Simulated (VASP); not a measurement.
# Mg (Cmcm) in VASP: a series of runs

Runs on Mg. Level: PBEsol. Tasks: single point.

Program: VASP 6.6.1. These are calculated values, not measurements. Logs are shortened: lines on timing, memory, paths and dates and some standing lists are left out, and cuts for length are marked.

## Step 1: The cell of the first run

It takes space group Cmcm (No. 63, orthorhombic). The conventional cell has a = 2.969 Å, b = 5.559 Å, c = 5.210 Å, α = 90.00°, β = 90.00°, γ = 90.00°. Mg (site symmetry m2m) has 12 Mg at 2.97 to 3.20 Å within 3.9 Å.

## Step 2: Single point, PBEsol (strain -0.0750 x Voigt [1, 0, 0, 0, 0, 0])

The input, INCAR:

```
PREC = Accurate
ENCUT = 520
EDIFF = 1E-6
ISMEAR = 0
SIGMA = 0.15
LREAL = F
LASPH = T
NELM = 60
ALGO = Fast
ISIF = 2
LWAVE = F
LCHARG = T
GGA = PS
LELF = T
LVHAR = T
NBANDS = 9
```

The input, KPOINTS:

```
regular mesh
0
Gamma
  18 18 10
```

The input, POSCAR:

```
Mg
1.0
    2.9685761676      0.0000000000      0.0000000000
   -1.4842880838      2.7793106748      0.0000000000
    0.0000000000      0.0000000000      5.2103300000
Mg
2
Direct
    0.3333333333      0.6666666667      0.2500000000
    0.6666666667      0.3333333333      0.7500000000
```

Potentials or basis: VASP PAW PBE potentials, release 64 (Mg).

Command:

```sh
$ cat potpaw_PBE.64/Mg/POTCAR > POTCAR
$ mpirun -np 1 vasp_std > vasp.out
```

OUTCAR:

```text
PREC = Accurate
   ENCUT = 520
   EDIFF = 1E-6
   ISMEAR = 0
   LREAL = F
   LASPH = T
   NELM = 60
   ISIF = 2
   GGA = PS

 ion  position               nearest neighbor table
   1  0.333  0.667  0.250-   2 3.14   2 3.14   2 3.14   2 3.14   2 3.20   2 3.20
   2  0.667  0.333  0.750-   1 3.14   1 3.14   1 3.14   1 3.14   1 3.20   1 3.20

  LATTYP: Found a base centered orthorhombic cell.
 ALAT       =     2.9685761676
 B/A-ratio  =     1.8724873595
 C/A-ratio  =     1.7551612982

  Lattice vectors:

 A1 = (   1.4842880838,  -2.7793106748,   0.0000000000)
 A2 = (   1.4842880838,   2.7793106748,   0.0000000000)
 A3 = (   0.0000000000,   0.0000000000,   5.2103300000)

Analysis of symmetry for initial positions (statically):
=====================================================================
 Subroutine PRICEL returns:
 Original cell was already a primitive cell.

 Routine SETGRP: Setting up the symmetry group for a
 base centered orthorhombic supercell.

 Subroutine GETGRP returns: Found  8 space group operations
 (whereof  4 operations were pure point group operations)
 out of a pool of  8 trial point group operations.

The static configuration has the point symmetry C_2h.
 The point group associated with its full space group is D_2h.

Analysis of symmetry for dynamics (positions and initial velocities):
=====================================================================
 Subroutine PRICEL returns:
 Original cell was already a primitive cell.

 Routine SETGRP: Setting up the symmetry group for a
 base centered orthorhombic supercell.

 Subroutine GETGRP returns: Found  8 space group operations
 (whereof  4 operations were pure point group operations)
 out of a pool of  8 trial point group operations.

The dynamic configuration has the point symmetry C_2h.
 The point group associated with its full space group is D_2h.

 Subroutine INISYM returns: Found  8 space group operations
 (whereof  4 operations are pure point group operations),
 and found     1 'primitive' translations

----------------------------------------------------------------------------------------

                                     Primitive cell

  volume of cell :      42.9883

  direct lattice vectors                    reciprocal lattice vectors
     2.968576168  0.000000000  0.000000000     0.336861830  0.179900723  0.000000000
    -1.484288084  2.779310675  0.000000000     0.000000000  0.359801446  0.000000000
     0.000000000  0.000000000  5.210330000     0.000000000  0.000000000  0.191926423

  length of vectors
     2.968576168  3.150821947  5.210330000     0.381890249  0.359801446  0.191926423

  position of ions in fractional coordinates (direct lattice)
     0.333333333  0.666666667  0.250000000
     0.666666667  0.333333333  0.750000000

  ion indices of the primitive-cell ions
   primitive index   ion index
                 1           1
                 2           2

----------------------------------------------------------------------------------------

 KPOINTS: regular mesh

Automatic generation of k-mesh.
 Grid dimensions read from file:
 generate k-points for:   18   18   10

 Generating k-lattice:

  Cartesian coordinates                     Fractional coordinates (reciprocal lattice)
     0.018714546  0.009994485  0.000000000     0.055555556 -0.000000000  0.000000000
     0.000000000  0.019988969  0.000000000     0.000000000  0.055555556  0.000000000
     0.000000000  0.000000000  0.019192642     0.000000000  0.000000000  0.100000000

  Length of vectors
     0.021216125  0.019988969  0.019192642

  Shift w.r.t. Gamma in fractional coordinates (k-lattice)
     0.000000000  0.000000000  0.000000000

 Subroutine IBZKPT returns following result:
 ===========================================

 Found    546 irreducible k-points:

 Following reciprocal coordinates:
            Coordinates               Weight
  0.000000  0.000000  0.000000      1.000000
  0.055556  0.000000  0.000000      4.000000
  0.111111  0.000000  0.000000      4.000000
  0.166667  0.000000  0.000000      4.000000
  0.222222 -0.000000  0.000000      4.000000
  0.277778  0.000000  0.000000      4.000000
[... 16 lines left out ...]
 -0.333333  0.055556  0.000000      4.000000
 -0.277778  0.055556  0.000000      4.000000
 [... further k-points ...]
   k-points           NKPTS =    546   k-points in BZ     NKDIM =    546   number of bands    NBANDS=      9
   number of dos      NEDOS =    301   number of ions     NIONS =      2
   total plane-waves  NPLWV =  23040
   dimension x,y,z NGX =    24 NGY =   24 NGZ =   40
   dimension x,y,z NGXF=    48 NGYF=   48 NGZF=   80
   ions per type =               2
   NGX,Y,Z   is equivalent  to a cutoff of  13.44, 12.66, 12.76 a.u.
   NGXF,Y,Z  is equivalent  to a cutoff of  26.88, 25.33, 25.53 a.u.
 SYSTEM =  unknown system
   PREC   = accura    normal or accurate (medium, high low for compatibility)
   ISTART =      0    job   : 0-new  1-cont  2-samecut
   ICHARG =      2    charge: 1-file 2-atom 10-const
   ISPIN  =      1    spin polarized calculation?
   LNONCOLLINEAR =      F non collinear calculations
   LSORBIT =      F    spin-orbit coupling
   LASPH  =      T    aspherical Exc in radial PAW
   ENCUT  =  520.0 eV  38.22 Ry    6.18 a.u.   5.52  5.86  9.69*2*pi/ulx,y,z
   NELM   =     60;   NELMIN=  2; NELMDL= -5     # of ELM steps
   EDIFF  = 0.1E-05   stopping-criterion for ELM
   LREAL  =      F    real-space projection
   EDIFFG = 0.1E-04   stopping-criterion for IOM
   NSW    =      0    number of steps for IOM
   IBRION =     -1    ionic relax: 0-MD 1-quasi-New 2-CG
   NFREE  =      0    steps in history (QN), initial steepest desc. (CG)
   ISIF   =      2    stress and relaxation
   ISYM   =      2    0-nonsym 1-usesym 2-fastsym
   POTIM  = 0.5000    time-step for ionic-motion
   TEBEG  =    0.0;   TEEND  =   0.0 temperature during run
   PSTRESS=    0.0 pullay stress
   NELECT =       4.0000    total number of electrons
   NUPDOWN=      -1.0000    fix difference up-down
   EMIN   =  10.00;   EMAX   =-10.00  energy-range for DOS
   EFERMI =   0.00;   METHOD = LEGACY
   ISMEAR =     0;   SIGMA  =   0.15  broadening in eV -4-tet -1-fermi 0-gaus
   EFERMI_NEDOS =   21; number of points for ismear=-14 and -15
   IALGO  =     68    algorithm
   IMIX   =      4    mixing-type and parameters
     AMIX     =   0.40;   BMIX     =  1.00
     AMIX_MAG =   1.60;   BMIX_MAG =  1.00
  volume/ion in A,a.u.               =      21.49       145.05
  Fermi-wavevector in a.u.,A,eV,Ry     =   0.741842  1.401878  7.487685  0.550329
  Thomas-Fermi vector in A             =   1.836579
   LORBIT       =      0    0 simple, 1 ext, 2 COOP (PROOUT), +10 PAW based schemes
   GGA     = PS    functional components
   LHFCALC =     F    Hartree Fock is set to
   AEXX    =    0.0000 exact exchange contribution
   IVDW    =     0    specifies the selected vdW correction
   LEPSILON=     F    determine dielectric tensor
   LRPA    =     F    only Hartree local field effects (RPA)
 non-spin polarized calculation
 RMM-DIIS sequential band-by-band and
 Gauss-broadening in eV      SIGMA  =   0.15
  energy-cutoff  :      520.00
  volume of cell :       42.99
 maximum number of plane-waves:      1188
 NGX is ok and might be reduce to    24
   NGX = 11   NGY = 11   NGZ = 19

 number of electron       4.0000000 magnetization

 Free energy of the ion-electron system (eV)
  ---------------------------------------------------
  ext. energy  EPLUGINS =         0.00000000
  ---------------------------------------------------
  free energy    TOTEN  =        -3.40880753 eV

  energy without entropy =       -3.40096649  energy(sigma->0) =       -3.40488701

 E-fermi :   2.9399     XC(G=0):  -8.7416

 val. band max:        2.9319761528   @ k =   0.3889   0.2778   0.5000
 cond. band min:       2.9482430476   @ k =   0.0000   0.4444   0.5000
 fundamental gap:      0.0162668948
 Fermi energy:         2.9398924142

 k-point     1 :       0.0000    0.0000    0.0000
  band No.  band energies     occupation
      1      -4.2757      2.00000
      2       0.9419      2.00000
      3       1.3427      2.00000
      4      13.6366      0.00000
      5      13.7737      0.00000
      6      15.0778      0.00000
      7      15.6802      0.00000
      8      15.9128      0.00000
      9      16.9970      0.00000

 k-point     2 :       0.0556    0.0000    0.0000
  band No.  band energies     occupation
      1      -4.2078      2.00000
      2       1.0037      2.00000
      3       1.4087      2.00000
      4      12.8719      0.00000
      5      13.8486      0.00000
      6      14.5224      0.00000
      7      15.4178      0.00000
      8      15.8811      0.00000
      9      17.0639      0.00000

 k-point     3 :       0.1111    0.0000    0.0000
  band No.  band energies     occupation
      1      -4.0043      2.00000
      2       1.1890      2.00000
      3       1.6056      2.00000
      4      11.8668      0.00000
      5      12.3554      0.00000
      6      14.0488      0.00000
      7      15.5294      0.00000
      8      16.1786      0.00000
      9      16.6078      0.00000

 k-point     4 :       0.1667    0.0000    0.0000
  band No.  band energies     occupation
      1      -3.6663      2.00000
      2       1.4981      2.00000
      3       1.9296      2.00000
      4      10.1862      0.00000
      5      11.5499      0.00000
      6      13.1482      0.00000
      7      14.8894      0.00000
      8      15.2564      0.00000
      9      16.2479      0.00000
[... 205 lines left out ...]
 k-point    22 :      -0.3889    0.0556    0.0000
  band No.  band energies     occupation
      1      -1.3591      2.00000
      2       3.5959      0.00000
      3       3.6487      0.00000
      4       5.0077      0.00000
      5       8.9492      0.00000
      6       9.1375      0.00000
      7      10.1939      0.00000
      8      12.7435      0.00000
      9      14.0316      0.00000

 k-point    23 :      -0.3333    0.0556    0.0000
  band No.  band energies     occupation
      1      -2.1576      2.00000
      2       2.8962      1.31989
      3       3.2701      0.00185
      4       6.0771      0.00000
      5       9.7217      0.00000
      6      10.6237      0.00000
      7      10.9796      0.00000
      8      13.2172      0.00000
      9      14.5167      0.00000

 k-point    24 :      -0.2778    0.0556    0.0000
  band No.  band energies     occupation
      1      -2.8304      2.00000
      2       2.2689      2.00000
      3       2.7048      1.97334
      4       7.6016      0.00000
      5      10.4275      0.00000
      6      11.8513      0.00000
      7      12.2237      0.00000
      8      13.9535      0.00000
      9      15.1282      0.00000

 [... further k-points ...]
[... 5 lines left out ...]
  --------------------------------------------------------------------------------------
  -------------------------------------------------------------------------------------
  Total        1.4467156      0.1695607      0.1386186      0.0000000      0.0000000      0.0000000
  in kB       53.9191720      6.3195377      5.1663247      0.0000000      0.0000000      0.0000000
  external PRESSURE =      21.8016781 kB  Pullay stress =       0.0000000 kB

 VOLUME and BASIS-vectors are now :
 -----------------------------------------------------------------------------
  energy-cutoff  :      520.00
  volume of cell :       42.99
      direct lattice vectors                 reciprocal lattice vectors
     2.968576168  0.000000000  0.000000000     0.336861830  0.179900723  0.000000000
    -1.484288084  2.779310675  0.000000000     0.000000000  0.359801446  0.000000000
     0.000000000  0.000000000  5.210330000     0.000000000  0.000000000  0.191926423

 POSITION                                       TOTAL-FORCE (eV/Angst)
 -----------------------------------------------------------------------------------
     -0.00000      1.85287      1.30258         0.000000      0.064273     -0.000000
      1.48429      0.92644      3.90775        -0.000000     -0.064273      0.000000
 -----------------------------------------------------------------------------------
    total drift:                                0.000000     -0.000000      0.000000

  FREE ENERGIE OF THE ION-ELECTRON SYSTEM (eV)
  ---------------------------------------------------
  free  energy   TOTEN  =        -3.4088075349 eV

  energy  without entropy=       -3.4009664946  energy(sigma->0) =       -3.40488701
```

It took 1.7 min on 1 thread of Intel Xeon Platinum 8259CL at 2.50GHz (Skylake/Cascade Lake), shared host; peak memory 0.32 GiB.

What came out:

* Free energy: -3.4088 eV
* Pressure: 2.2 GPa
* Largest force: 0.064 eV/Å
* Band gap on the k mesh: zero (band 2 reaches 4.06 eV, above the bottom of band 3 at 1.34 eV)

Forces in eV/Å, atoms in the order of the input:
```
Mg   0.000  0.064  0.000
Mg   0.000 -0.064  0.000
```

Stress tensor (GPa, compression positive):
```
5.39 0.00 0.00
0.00 0.63 0.00
0.00 0.00 0.52
```

Caveat: the cell differs from its parent crystal (strain -0.0750 x Voigt [1, 0, 0, 0, 0, 0]); the PAW data sets were made with another functional, which shifts forces and pressure a little.

(Continued in part 2 of 3.)
